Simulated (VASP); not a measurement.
# C (Fd-3m) in VASP: notebook

The runs below take C through vibrations by perturbation theory, elastic constants, with LDA.

Everything below comes from runs of VASP 6.6.1. Logs are shortened: lines on timing, memory, paths and dates and some standing lists are left out, and cuts for length are marked.

## (1) The cell of the first run

Symmetry: Fd-3m, No. 227, cubic system. The conventional cell has a = 3.532 Å, b = 3.532 Å, c = 3.532 Å, α = 90.00°, β = 90.00°, γ = 90.00°. C (site symmetry -43m) has 4 C at 1.53 Å within 2.0 Å.

## (2) Vibrations by perturbation theory, LDA

Input file INCAR:

```
SYSTEM = C
PREC = Accurate
ENCUT = 600
EDIFF = 1E-8
ISMEAR = 0
SIGMA = 0.01
LREAL = .False.
LASPH = .True.
NELM = 120
ALGO = Normal
ISIF = 2
LWAVE = .False.
LCHARG = .False.
IBRION = 8
NSW = 1
LEPSILON = .True.
GGA_COMPAT = .False.
```

Input file KPOINTS:

```
regular mesh
0
Gamma
  10 10 10
  0 0 0
```

Input file POSCAR:

```
C
1.0
    0.0000000000      1.7658906484      1.7658906484
    1.7658906484      0.0000000000      1.7658906484
    1.7658906484      1.7658906484      0.0000000000
C
2
Direct
    0.0000000000      0.0000000000      0.0000000000
    0.2500000000      0.2500000000      0.2500000000
```

Potentials or basis: VASP PAW LDA potentials, release 64 (C).

On the command line:

```
$ cat potpaw_LDA.64/C/POTCAR > POTCAR
$ mpirun -np 1 vasp_std > vasp.out
```

OUTCAR:

```text
SYSTEM = C
   PREC = Accurate
   ENCUT = 600
   EDIFF = 1E-8
   ISMEAR = 0
   LREAL = .False.
   LASPH = .True.
   NELM = 120
   ISIF = 2
   IBRION = 8
   NSW = 1
   LEPSILON = .True.

 ion  position               nearest neighbor table
   1  0.000  0.000  0.000-   2 1.53   2 1.53   2 1.53   2 1.53
   2  0.250  0.250  0.250-   1 1.53   1 1.53   1 1.53   1 1.53

  LATTYP: Found a face centered cubic cell.
 ALAT       =     3.5317812968

  Lattice vectors:

 A1 = (   0.0000000000,   1.7658906484,   1.7658906484)
 A2 = (   1.7658906484,   0.0000000000,   1.7658906484)
 A3 = (   1.7658906484,   1.7658906484,   0.0000000000)

Analysis of symmetry for initial positions (statically):
=====================================================================
 Subroutine PRICEL returns:
 Original cell was already a primitive cell.

 Routine SETGRP: Setting up the symmetry group for a
 face centered cubic supercell.

 Subroutine GETGRP returns: Found 48 space group operations
 (whereof 24 operations were pure point group operations)
 out of a pool of 48 trial point group operations.

The static configuration has the point symmetry T_d .
 The point group associated with its full space group is O_h .

Analysis of symmetry for dynamics (positions and initial velocities):
=====================================================================
 Subroutine PRICEL returns:
 Original cell was already a primitive cell.

 Routine SETGRP: Setting up the symmetry group for a
 face centered cubic supercell.

 Subroutine GETGRP returns: Found 48 space group operations
 (whereof 24 operations were pure point group operations)
 out of a pool of 48 trial point group operations.

The dynamic configuration has the point symmetry T_d .
 The point group associated with its full space group is O_h .

 Subroutine INISYM returns: Found 48 space group operations
 (whereof 24 operations are pure point group operations),
 and found     1 'primitive' translations

----------------------------------------------------------------------------------------

                                     Primitive cell

  volume of cell :      11.0134

  direct lattice vectors                    reciprocal lattice vectors
     0.000000000  1.765890648  1.765890648    -0.283143240  0.283143240  0.283143240
     1.765890648  0.000000000  1.765890648     0.283143240 -0.283143240  0.283143240
     1.765890648  1.765890648  0.000000000     0.283143240  0.283143240 -0.283143240

  length of vectors
     2.497346505  2.497346505  2.497346505     0.490418478  0.490418478  0.490418478

  position of ions in fractional coordinates (direct lattice)
     0.000000000  0.000000000  0.000000000
     0.250000000  0.250000000  0.250000000

  ion indices of the primitive-cell ions
   primitive index   ion index
                 1           1
                 2           2

----------------------------------------------------------------------------------------

 KPOINTS: regular mesh

Automatic generation of k-mesh.
[... 410 lines left out ...]

 HEAD OF MICROSCOPIC STATIC DIELECTRIC TENSOR (INDEPENDENT PARTICLE, excluding Hartree and local field effects)
 ------------------------------------------------------
           5.946969     0.000000    -0.000000
           0.000000     5.946969     0.000000
          -0.000000     0.000000     5.946969
 ------------------------------------------------------

 Free energy of the ion-electron system (eV)
  ---------------------------------------------------
  ---------------------------------------------------
  free energy    TOTEN  =        -0.15353651 eV

  energy without entropy =       -0.15353651

------------------------ aborting loop because EDIFF is reached ----------------------------------------

--------------------------------------- Ionic step        2  -------------------------------------------

------------------------ aborting loop because EDIFF is reached ----------------------------------------

--------------------------------------- Ionic step        3  -------------------------------------------

------------------------ aborting loop because EDIFF is reached ----------------------------------------

 PIEZOELECTRIC TENSOR FIELD DIRECTION 3  (e Angst)
 -----------------------------------------------------------------------------
    -0.00002 -0.00000  0.00000           ( -0.00000  0.00000  0.00000)
    -0.00000 -0.00002  0.00000           (  0.00000 -0.00000  0.00000)
     0.00000  0.00000 -0.00038           (  0.00000  0.00000 -0.00001)

 PIEZOELECTRIC TENSOR FIELD DIRECTION 3  (C/m^2)
 -----------------------------------------------------------------------------
    -0.00003 -0.00000  0.00000
    -0.00000 -0.00003  0.00000
     0.00000  0.00000 -0.00055

--------------------------------------- Ionic step        4  -------------------------------------------

 Free energy of the ion-electron system (eV)
  ---------------------------------------------------
  ---------------------------------------------------
  free energy    TOTEN  =        -0.11151796 eV

  energy without entropy =       -0.11151796

------------------------ aborting loop because EDIFF is reached ----------------------------------------

 INTERNAL STRAIN TENSOR  FOR ION    1  DIRECTION 1   (eV/Angst):
 -----------------------------------------------------------------------------
     0.00764  0.00000  0.00000
     0.00000 -0.00321  4.19961
     0.00000  4.19961 -0.00321

 MACROSCOPIC STATIC DIELECTRIC TENSOR (including local field effects in DFT)
 ------------------------------------------------------
           5.771063     0.000000    -0.000000
          -0.000000     5.771063     0.000000
          -0.000000    -0.000000     5.771063
 ------------------------------------------------------

 PIEZOELECTRIC TENSOR (including local field effects)  for field in x, y, z        (e  Angst)
          XX          YY          ZZ          XY          YZ          ZX
  --------------------------------------------------------------------------------
  x     0.00000    -0.00000    -0.00000     0.00000     0.00000     0.00000
  y    -0.00000    -0.00000     0.00000     0.00000     0.00000     0.00000
  z     0.00000     0.00000     0.00000     0.00000     0.00000     0.00000

 PIEZOELECTRIC TENSOR (including local field effects)  for field in x, y, z        (C/m^2)
          XX          YY          ZZ          XY          YZ          ZX
  --------------------------------------------------------------------------------
  x     0.00000    -0.00000    -0.00000     0.00000     0.00000     0.00000
  y    -0.00000    -0.00000     0.00000     0.00000     0.00000     0.00000
  z     0.00000     0.00000     0.00000     0.00000     0.00000     0.00000

 BORN EFFECTIVE CHARGES (including local field effects) (in |e|, cummulative output)
 ---------------------------------------------------------------------------------
 ion    1
    1    -0.00000    -0.00000    -0.00000
    2    -0.00000    -0.00000    -0.00000
    3    -0.00000    -0.00000    -0.00000
 ion    2
    1     0.00000     0.00000     0.00000
    2     0.00000     0.00000     0.00000
    3     0.00000     0.00000     0.00000

 INTERNAL STRAIN TENSOR FOR ION    2 for displacements in x,y,z  (eV/Angst):
          X           Y           Z          XY          YZ          ZX
  --------------------------------------------------------------------------------
  x     0.00000     0.00000     0.00000     0.00000    -4.19961     0.00000
  y     0.00000     0.00000     0.00000     0.00000     0.00000    -4.19961
  z     0.00000     0.00000     0.00000    -4.19961     0.00000     0.00000

 SECOND DERIVATIVES (NOT SYMMETRIZED)
 ------------------------------------
               1X          1Y          1Z          2X          2Y          2Z
  1X   -38.860482    0.000000    0.000000   38.860482    0.000000    0.000000
  1Y     0.000000  -38.860482    0.000000    0.000000   38.860482    0.000000
  1Z     0.000000    0.000000  -38.860482    0.000000    0.000000   38.860482
  2X    38.860482    0.000000    0.000000  -38.860482    0.000000    0.000000
  2Y     0.000000   38.860482    0.000000    0.000000  -38.860482    0.000000
  2Z     0.000000    0.000000   38.860482    0.000000    0.000000  -38.860482

 Eigenvectors and eigenvalues of the dynamical matrix
 ----------------------------------------------------

   1 f  =   39.767678 THz   249.867688 2PiTHz 1326.506942 cm-1   164.465826 meV
             X         Y         Z           dx          dy          dz
      0.000000  0.000000  0.000000     0.000000   -0.707107    0.000000
      0.882945  0.882945  0.882945     0.000000    0.707107    0.000000
[... 21 lines left out ...]
   6 f  =    0.000000 THz     0.000000 2PiTHz    0.000000 cm-1     0.000000 meV
             X         Y         Z           dx          dy          dz
      0.000000  0.000000  0.000000     0.000000    0.000000    0.707107
      0.882945  0.882945  0.882945     0.000000    0.000000    0.707107

--------------------------------------------------------------------------------------------------------

 MACROSCOPIC STATIC DIELECTRIC TENSOR IONIC CONTRIBUTION
 ------------------------------------------------------
           0.000000     0.000000     0.000000
           0.000000     0.000000     0.000000
           0.000000     0.000000     0.000000
 ------------------------------------------------------

 ELASTIC MODULI CONTR FROM IONIC RELAXATION (kBar)
 Direction    XX          YY          ZZ          XY          YZ          ZX
 --------------------------------------------------------------------------------
 XX           0.0000      0.0000      0.0000      0.0000      0.0000      0.0000
 YY           0.0000      0.0000      0.0000      0.0000      0.0000      0.0000
 ZZ           0.0000      0.0000      0.0000      0.0000      0.0000      0.0000
 XY           0.0000      0.0000      0.0000    -66.0236      0.0000      0.0000
 YZ           0.0000      0.0000      0.0000      0.0000    -66.0236      0.0000
 ZX           0.0000      0.0000      0.0000      0.0000      0.0000    -66.0236
 --------------------------------------------------------------------------------

 PIEZOELECTRIC TENSOR IONIC CONTR  for field in x, y, z        (C/m^2)
          XX          YY          ZZ          XY          YZ          ZX
  --------------------------------------------------------------------------------
  x     0.00000     0.00000     0.00000    -0.00000    -0.00000    -0.00000
  y     0.00000     0.00000     0.00000    -0.00000    -0.00000    -0.00000
  z     0.00000     0.00000     0.00000    -0.00000    -0.00000    -0.00000
```

Run time: 26 s. Hardware: 1 thread of Intel Xeon 6975P-C (Granite Rapids), shared host; peak memory 0.17 GiB.

Results:

| Property | Result |
| --- | --- |
| Electronic dielectric tensor (diagonal) | 5.77 |
| Born charges (mean of the diagonal) | C +0.00 e |
| Highest phonon frequency at Γ | 1327 cm⁻¹ |

Phonon frequencies in cm⁻¹ (negative: imaginary):
```
              q point           frequencies
(0.000, 0.000, 0.000)  0 0 0 1327 1327 1327
```

Electronic dielectric tensor:
```
5.77 0.00 0.00
0.00 5.77 0.00
0.00 0.00 5.77
```

Born effective charge tensors (e):
atom 1, C
```
0.00 0.00 0.00
0.00 0.00 0.00
0.00 0.00 0.00
```
atom 2, C
```
0.00 0.00 0.00
0.00 0.00 0.00
0.00 0.00 0.00
```

## (3) Elastic constants, LDA

Input file INCAR:

```
PREC     = Accurate       # precision mode
ENCUT    = 600            # plane-wave cutoff, eV
EDIFF    = 1E-8           # SCF threshold, eV
ISMEAR   = 0              # smearing method
SIGMA    = 0.01           # smearing width, eV
LREAL    = F              # projectors in reciprocal space
LASPH    = T              # aspherical terms in the spheres
NELM     = 120            # most SCF steps
ALGO     = Normal         # electronic algorithm
ISIF     = 3              # what is computed and relaxed
LWAVE    = F              # write WAVECAR
LCHARG   = F              # write CHGCAR
GGA      = CA             # functional
IBRION   = 6              # ionic algorithm
NFREE    = 2            
POTIM    = 0.015          # step
NSW      = 1              # ionic steps
GGA_COMPAT= F
```

Input file KPOINTS:

```
Automatic mesh
0
Gamma
  10 10 10
```

POSCAR is that of step 2.

Potentials or basis: VASP PAW LDA potentials, release 64 (C).

On the command line:

```
$ cat potpaw_LDA.64/C/POTCAR > POTCAR
$ mpirun -np 1 vasp_std > vasp.out
```

Wall time 57 s (1 thread of Intel Xeon 6975P-C (Granite Rapids), shared host); peak memory 0.16 GiB.

It converged, with:

```yaml
Elastic_constants_C11_C12_C44: 1103, 149, 594 GPa
Voigt_bulk_modulus: 467 GPa
Highest_phonon_frequency_at_Γ: 1326 cm⁻¹
```

Phonon frequencies in cm⁻¹ (negative: imaginary):
| q point | frequencies |
| --- | --- |
| (0.000, 0.000, 0.000) | 0 0 0 1326 1326 1326 |

Elastic tensor in Voigt notation (GPa, in the Cartesian axes of the cell as first typed):
```
1103  149  149    0    0    0
 149 1103  149    0    0    0
 149  149 1103    0    0    0
   0    0    0  594    0    0
   0    0    0    0  594    0
   0    0    0    0    0  594
```

Clamped-ion elastic tensor (GPa):
```
1103  149  149    0    0    0
 149 1103  149    0    0    0
 149  149 1103    0    0    0
   0    0    0  601    0    0
   0    0    0    0  601    0
   0    0    0    0    0  601
```
